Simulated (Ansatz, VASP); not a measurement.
# BN: VASP beside Ansatz

```
B N
1.0
     0.00000    1.78302    1.84903
     1.84903    0.00000    1.84903
     1.84903    1.78302    0.00000
B N
1 1
Direct
  0.00000 0.00000 0.00000
  0.75000 0.75000 0.75000
```

Alike in both runs: task single point; functional PBE; k mesh 12 × 12 × 12; occupations gaussian, width 0.05 eV; no spin polarisation.

```csv
,VASP,Ansatz
version,VASP 6.6.1,Ansatz 0.2.0
potentials or method,"VASP PAW PBE potentials, release 64 (B, N), cutoff 520 eV","scalar-relativistic, plane waves, PAW"
valence electrons in the cell,8,8
```

|  | VASP | Ansatz | Ansatz less VASP |
| --- | --- | --- | --- |
| gap on the k mesh at the Fermi level (eV) | 3.81 | 3.82 | +0.010 |
| least direct gap on the mesh (eV) | 8.29 | 8.30 | +0.010 |
| pressure (GPa) | -8.3 | -8.4 | -0.15 |
| traceless stress, the component that is largest in VASP (GPa) | 13.75 | 13.74 | -0.009 |
